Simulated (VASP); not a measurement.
# AlRu (R-3m) in VASP: further runs, part 2 of 2

VASP 6.6.1. Earlier steps stand in the parts before.

### 3 Electric field gradients, PBEsol (equal xy, yz and zx shear strains of +1 %)

Contents of INCAR:

```
ALGO = Normal
EDIFF = 1E-8
ENCUT = 520
GGA = PS
ISIF = 2
ISMEAR = -1
LASPH = T
LCHARG = F
LEFG = T
LREAL = F
LWAVE = F
NBANDS = 16
NELM = 100
PREC = Accurate
SIGMA = 0.05
```

Contents of KPOINTS:

```
k-points
0
Gamma
  12 12 12
```

Contents of POSCAR:

```
AlRu
1.0
    2.9916000000      0.0149580000      0.0149580000
    0.0149580000      2.9916000000      0.0149580000
    0.0149580000      0.0149580000      2.9916000000
Al Ru
1 1
Direct
    0.0000000000      0.0000000000      0.0000000000
    0.5000000000      0.5000000000      0.5000000000
```

Potentials or basis: VASP PAW PBE potentials, release 64 (Al, Ru_pv).

Command:

```bash
cat potpaw_PBE.64/Al/POTCAR potpaw_PBE.64/Ru_pv/POTCAR > POTCAR
mpirun -np 1 vasp_std > vasp.out
```

OUTCAR:

```text
EDIFF = 1E-8
   ENCUT = 520
   GGA = PS
   ISIF = 2
   ISMEAR = -1
   LASPH = T
   LREAL = F
   NELM = 100
   PREC = Accurate

 ion  position               nearest neighbor table
   1  0.000  0.000  0.000-   2 2.58   2 2.58   2 2.58   2 2.58   2 2.58   2 2.58   2 2.62   2 2.62

   2  0.500  0.500  0.500-   1 2.58   1 2.58   1 2.58   1 2.58   1 2.58   1 2.58   1 2.62   1 2.62

  LATTYP: Found a trigonal (rhomboedric) cell.
 ALAT       =     2.9916747891
 COS(alpha) =     0.0100244988

  Lattice vectors:

 A1 = (   2.9916000000,   0.0149580000,   0.0149580000)
 A2 = (   0.0149580000,   2.9916000000,   0.0149580000)
 A3 = (   0.0149580000,   0.0149580000,   2.9916000000)

Analysis of symmetry for initial positions (statically):
=====================================================================
 Subroutine PRICEL returns:
 Original cell was already a primitive cell.

 Routine SETGRP: Setting up the symmetry group for a
 trigonal (rhombohedral) supercell.

 Subroutine GETGRP returns: Found 12 space group operations
 (whereof 12 operations were pure point group operations)
 out of a pool of 12 trial point group operations.

The static configuration has the point symmetry D_3d.

Analysis of symmetry for dynamics (positions and initial velocities):
=====================================================================
 Subroutine PRICEL returns:
 Original cell was already a primitive cell.

 Routine SETGRP: Setting up the symmetry group for a
 trigonal (rhombohedral) supercell.

 Subroutine GETGRP returns: Found 12 space group operations
 (whereof 12 operations were pure point group operations)
 out of a pool of 12 trial point group operations.
[... 161 lines left out ...]
      4       0.9138      2.00000
      5       7.0074      2.00000
      6       7.0074      2.00000
[... 433 lines left out ...]
      3     -31.0962      2.00000
      4       4.2138      2.00000
      5       6.0627      2.00000
      6       7.9965      2.00000
[... 8 lines left out ...]
     15      22.6171      0.00000
     16      24.0002      0.00000

 [... further k-points ...]

------------------------ aborting loop because EDIFF is reached ----------------------------------------

  FORCE on cell =-STRESS in cart. coord.  units (eV):
  Direction    XX          YY          ZZ          XY          YZ          ZX
  --------------------------------------------------------------------------------------
  -------------------------------------------------------------------------------------
  Total       -0.5448062     -0.5448062     -0.5448062     -0.2094092     -0.2094092     -0.2094092
  in kB      -32.6042744    -32.6042744    -32.6042744    -12.5322262    -12.5322262    -12.5322262
  external PRESSURE =     -32.6042744 kB  Pullay stress =       0.0000000 kB

 VOLUME and BASIS-vectors are now :
 -----------------------------------------------------------------------------
  energy-cutoff  :      520.00
  volume of cell :       26.77
      direct lattice vectors                 reciprocal lattice vectors
     2.991600000  0.014958000  0.014958000     0.334285918 -0.001663114 -0.001663114
     0.014958000  2.991600000  0.014958000    -0.001663114  0.334285918 -0.001663114
     0.014958000  0.014958000  2.991600000    -0.001663114 -0.001663114  0.334285918

 POSITION                                       TOTAL-FORCE (eV/Angst)
 -----------------------------------------------------------------------------------
      0.00000      0.00000      0.00000         0.000000      0.000000      0.000000
      1.51076      1.51076      1.51076        -0.000000     -0.000000      0.000000
 -----------------------------------------------------------------------------------
    total drift:                                0.000000     -0.000000     -0.000000

  FREE ENERGIE OF THE ION-ELECTRON SYSTEM (eV)
  ---------------------------------------------------
  free  energy   TOTEN  =       -15.5252929773 eV

  energy  without entropy=      -15.5134035984  energy(sigma->0) =      -15.51934829

 Electric field gradients (V/A^2)
---------------------------------------------------------------------
 ion       V_xx      V_yy      V_zz      V_xy      V_xz      V_yz
---------------------------------------------------------------------
   1       0.000    -0.000    -0.000     1.378     1.378     1.378
   2      -0.000    -0.000     0.000     1.604     1.604     1.604
---------------------------------------------------------------------

 Electric field gradients after diagonalization (V/A^2)
 (convention: |V_zz| > |V_xx| > |V_yy|)
----------------------------------------------------------------------
 ion       V_xx      V_yy      V_zz     asymmetry (V_yy - V_xx)/ V_zz
----------------------------------------------------------------------
   1      -1.378    -1.378     2.756       0.000
   2      -1.604    -1.604     3.208       0.000
----------------------------------------------------------------------

           NMR quadrupolar parameters

 Cq : quadrupolar parameter    Cq=e*Q*V_zz/h
 eta: asymmetry parameters     (V_yy - V_xx)/ V_zz
 Q  : nuclear electric quadrupole moment in mb (millibarn)
----------------------------------------------------------------------
 ion       Cq(MHz)       eta       Q (mb)
----------------------------------------------------------------------
   1       0.007       0.000       1.000
   2       0.008       0.000       1.000
----------------------------------------------------------------------
```

OSZICAR:

```text
N       E                     dE             d eps       ncg     rms          rms(c)
DAV:   1     0.115468596844E+03    0.11547E+03   -0.90707E+03  6120   0.986E+02
DAV:   2    -0.144246163778E+02   -0.12989E+03   -0.12378E+03  7080   0.292E+02
DAV:   3    -0.163064431699E+02   -0.18818E+01   -0.18765E+01  7776   0.369E+01
DAV:   4    -0.163201648961E+02   -0.13722E-01   -0.13707E-01  7600   0.330E+00
DAV:   5    -0.163203537146E+02   -0.18882E-03   -0.18852E-03  7472   0.370E-01    0.132E+01
DAV:   6    -0.156289377208E+02    0.69142E+00   -0.26760E+00  6648   0.176E+01    0.237E+00
DAV:   7    -0.155449399803E+02    0.83998E-01   -0.20684E-01  6480   0.511E+00    0.206E+00
DAV:   8    -0.155255642223E+02    0.19376E-01   -0.19992E-02  7232   0.104E+00    0.205E-01
DAV:   9    -0.155253091252E+02    0.25510E-03   -0.34814E-04  7440   0.144E-01    0.134E-01
DAV:  10    -0.155252944507E+02    0.14675E-04   -0.25761E-05  6952   0.546E-02    0.673E-03
DAV:  11    -0.155252933432E+02    0.11075E-05   -0.12159E-06  7848   0.121E-02    0.473E-03
DAV:  12    -0.155252930848E+02    0.25837E-06   -0.23176E-08  6168   0.155E-03    0.923E-04
DAV:  13    -0.155252929844E+02    0.10041E-06   -0.28420E-09  4504   0.606E-04    0.127E-04
DAV:  14    -0.155252929773E+02    0.70982E-08   -0.27623E-10  3712   0.171E-04
   1 F= -.15525293E+02 E0= -.15519348E+02  d E =-.118894E-01
```

Run time: 89 s. Hardware: 1 thread of Intel Xeon 8259CL, shared host; peak memory 0.2 GiB.

Results:

| Item | Value |
| --- | --- |
| Free energy | -15.5253 eV |
| Pressure | -3.3 GPa |
| Band gap on the k mesh | zero (an odd number of electrons rules out a gap without spin polarisation) |
| Largest electric field gradient by atom | Al +2.8; Ru +3.2 V/Å² |

Electric field gradients, principal values (V/Å²):
| atom | least | middle | greatest (by size) |
| --- | --- | --- | --- |
| 1 Al | -1.378 | -1.378 | 2.756 |
| 2 Ru | -1.604 | -1.604 | 3.208 |

Caveat: the cell differs from its parent crystal (equal xy, yz and zx shear strains of +1 %); the cell stands under tension; without QUAD_EFG the Cq values of the log hold for a quadrupole moment of 1 mb, not for the nuclei; the PAW data sets were made with another functional, which shifts forces and pressure a little.

### 4 Electric field gradients, PBEsol (equal xy, yz and zx shear strains of +2 %)

Contents of INCAR:

```
SYSTEM = AlRu
  ALGO = Normal
  EDIFF = 1E-8
  ENCUT = 520
  GGA = PS
  ISIF = 2
  ISMEAR = -1
  LASPH = .True.
  LCHARG = .False.
  LEFG = .True.
  LREAL = .False.
  LWAVE = .False.
  NBANDS = 16
  NELM = 80
  PREC = Accurate
  SIGMA = 0.05
```

Contents of KPOINTS:

```
k-points
0
Gamma
  12 12 12
  0 0 0
```

Contents of POSCAR:

```
AlRu
1.0
    2.9916000000      0.0299160000      0.0299160000
    0.0299160000      2.9916000000      0.0299160000
    0.0299160000      0.0299160000      2.9916000000
Al Ru
1 1
Direct
    0.0000000000      0.0000000000      0.0000000000
    0.5000000000      0.5000000000      0.5000000000
```

Potentials or basis: VASP PAW PBE potentials, release 64 (Al, Ru_pv).

Command:

```bash
cat potpaw_PBE.64/Al/POTCAR potpaw_PBE.64/Ru_pv/POTCAR > POTCAR
mpirun -np 1 vasp_std > vasp.out
```

OUTCAR:

```text
SYSTEM = AlRu
   EDIFF = 1E-8
   ENCUT = 520
   GGA = PS
   ISIF = 2
   ISMEAR = -1
   LASPH = .True.
   LREAL = .False.
   NELM = 80
   PREC = Accurate

 ion  position               nearest neighbor table
   1  0.000  0.000  0.000-   2 2.57   2 2.57   2 2.57   2 2.57   2 2.57   2 2.57   2 2.64   2 2.64

   2  0.500  0.500  0.500-   1 2.57   1 2.57   1 2.57   1 2.57   1 2.57   1 2.57   1 2.64   1 2.64

  LATTYP: Found a trigonal (rhomboedric) cell.
 ALAT       =     2.9918991450
 COS(alpha) =     0.0200959808

  Lattice vectors:

 A1 = (   2.9916000000,   0.0299160000,   0.0299160000)
 A2 = (   0.0299160000,   2.9916000000,   0.0299160000)
 A3 = (   0.0299160000,   0.0299160000,   2.9916000000)

Analysis of symmetry for initial positions (statically):
=====================================================================
 Subroutine PRICEL returns:
 Original cell was already a primitive cell.

 Routine SETGRP: Setting up the symmetry group for a
 trigonal (rhombohedral) supercell.

 Subroutine GETGRP returns: Found 12 space group operations
 (whereof 12 operations were pure point group operations)
 out of a pool of 12 trial point group operations.

The static configuration has the point symmetry D_3d.

Analysis of symmetry for dynamics (positions and initial velocities):
=====================================================================
 Subroutine PRICEL returns:
 Original cell was already a primitive cell.

 Routine SETGRP: Setting up the symmetry group for a
 trigonal (rhombohedral) supercell.

[... 161 lines left out ...]
      1     -31.1157      2.00000
      2     -31.1157      2.00000
      3     -31.1127      2.00000
      4       0.9162      2.00000
      5       7.0108      2.00000
      6       7.0108      2.00000
[... 433 lines left out ...]
      3     -31.0935      2.00000
      4       4.2376      2.00000
      5       6.0525      2.00000
      6       7.9841      2.00000
[... 8 lines left out ...]
     15      22.6749      0.00000
     16      23.9672      0.00000

 [... further k-points ...]

------------------------ aborting loop because EDIFF is reached ----------------------------------------

  FORCE on cell =-STRESS in cart. coord.  units (eV):
  Direction    XX          YY          ZZ          XY          YZ          ZX
  --------------------------------------------------------------------------------------
  -------------------------------------------------------------------------------------
  Total       -0.5149913     -0.5149913     -0.5149913     -0.4042714     -0.4042714     -0.4042714
  in kB      -30.8268612    -30.8268612    -30.8268612    -24.1992782    -24.1992782    -24.1992782
  external PRESSURE =     -30.8268612 kB  Pullay stress =       0.0000000 kB

 VOLUME and BASIS-vectors are now :
 -----------------------------------------------------------------------------
  energy-cutoff  :      520.00
  volume of cell :       26.77
      direct lattice vectors                 reciprocal lattice vectors
     2.991600000  0.029916000  0.029916000     0.334335492 -0.003310252 -0.003310252
     0.029916000  2.991600000  0.029916000    -0.003310252  0.334335492 -0.003310252
     0.029916000  0.029916000  2.991600000    -0.003310252 -0.003310252  0.334335492

 POSITION                                       TOTAL-FORCE (eV/Angst)
 -----------------------------------------------------------------------------------
      0.00000      0.00000      0.00000         0.000000     -0.000000      0.000000
      1.52572      1.52572      1.52572        -0.000000      0.000000      0.000000
 -----------------------------------------------------------------------------------
    total drift:                                0.000000     -0.000000     -0.000000

  FREE ENERGIE OF THE ION-ELECTRON SYSTEM (eV)
  ---------------------------------------------------
  free  energy   TOTEN  =       -15.5162349799 eV

  energy  without entropy=      -15.5043702789  energy(sigma->0) =      -15.51030263

 Electric field gradients (V/A^2)
---------------------------------------------------------------------
 ion       V_xx      V_yy      V_zz      V_xy      V_xz      V_yz
---------------------------------------------------------------------
   1      -0.000    -0.000     0.000     2.702     2.702     2.702
   2       0.000     0.000     0.000     3.095     3.095     3.095
---------------------------------------------------------------------

 Electric field gradients after diagonalization (V/A^2)
 (convention: |V_zz| > |V_xx| > |V_yy|)
----------------------------------------------------------------------
 ion       V_xx      V_yy      V_zz     asymmetry (V_yy - V_xx)/ V_zz
----------------------------------------------------------------------
   1      -2.702    -2.702     5.404       0.000
   2      -3.095    -3.095     6.190       0.000
----------------------------------------------------------------------

           NMR quadrupolar parameters

 Cq : quadrupolar parameter    Cq=e*Q*V_zz/h
 eta: asymmetry parameters     (V_yy - V_xx)/ V_zz
 Q  : nuclear electric quadrupole moment in mb (millibarn)
----------------------------------------------------------------------
 ion       Cq(MHz)       eta       Q (mb)
----------------------------------------------------------------------
   1       0.013       0.000       1.000
   2       0.015       0.000       1.000
----------------------------------------------------------------------
```

OSZICAR:

```text
N       E                     dE             d eps       ncg     rms          rms(c)
DAV:   1     0.113097936751E+03    0.11310E+03   -0.91783E+03  6208   0.989E+02
DAV:   2    -0.144334904934E+02   -0.12753E+03   -0.12139E+03  7168   0.291E+02
DAV:   3    -0.162961567481E+02   -0.18627E+01   -0.18568E+01  7696   0.366E+01
DAV:   4    -0.163097517379E+02   -0.13595E-01   -0.13572E-01  7640   0.328E+00
DAV:   5    -0.163099525200E+02   -0.20078E-03   -0.20032E-03  7344   0.380E-01    0.132E+01
DAV:   6    -0.156196621192E+02    0.69029E+00   -0.26726E+00  6688   0.176E+01    0.237E+00
DAV:   7    -0.155359318213E+02    0.83730E-01   -0.20623E-01  6424   0.511E+00    0.206E+00
DAV:   8    -0.155165237913E+02    0.19408E-01   -0.20028E-02  7224   0.106E+00    0.206E-01
DAV:   9    -0.155162514954E+02    0.27230E-03   -0.38145E-04  7384   0.159E-01    0.135E-01
DAV:  10    -0.155162365348E+02    0.14961E-04   -0.27884E-05  6992   0.571E-02    0.805E-03
DAV:  11    -0.155162352834E+02    0.12514E-05   -0.16406E-06  7800   0.144E-02    0.585E-03
DAV:  12    -0.155162351280E+02    0.15540E-06   -0.37226E-08  7160   0.186E-03    0.147E-03
DAV:  13    -0.155162349878E+02    0.14013E-06   -0.47500E-09  4976   0.735E-04    0.105E-04
DAV:  14    -0.155162349799E+02    0.78899E-08   -0.28265E-10  3696   0.180E-04
   1 F= -.15516235E+02 E0= -.15510303E+02  d E =-.118647E-01
```

Wall time 85 s (1 thread of Intel Xeon 8259CL, shared host); peak memory 0.2 GiB.

Results:

- Free energy: -15.5162 eV
- Pressure: -3.1 GPa
- Band gap on the k mesh: zero (an odd number of electrons rules out a gap without spin polarisation)
- Largest electric field gradient by atom: Al +5.4; Ru +6.2 V/Å²

Electric field gradients, principal values (V/Å²):
```
atom   least  middle  greatest (by size)
1 Al  -2.702  -2.702               5.404
2 Ru  -3.095  -3.095               6.190
```

Caveat: the cell differs from its parent crystal (equal xy, yz and zx shear strains of +2 %); the cell stands under tension; without QUAD_EFG the Cq values of the log hold for a quadrupole moment of 1 mb, not for the nuclei; the PAW data sets were made with another functional, which shifts forces and pressure a little.

### 5 Overview

```csv
cell,gap on the mesh (eV),pressure (GPa)
"a = 2.992 Å, angles 90.6°, 2 atoms",none,-3.3
"a = 2.992 Å, angles 89.4°, 2 atoms",none,-3.3
"a = 2.992 Å, angles 88.8°, 2 atoms",none,-3.1
```

Alike in all rows: task electric field gradients; level PBEsol; potentials or basis VASP PAW PBE potentials, release 64 (Al, Ru_pv); no spin polarisation; k mesh 12 × 12 × 12; cutoff (eV) 520; smearing fermi-dirac 0.05 eV.

Caveats: the cell stands under tension; the PAW data sets were made with another functional, which shifts forces and pressure a little.

Total energies depend on the potentials used, so only differences within one code and one set of settings carry meaning.
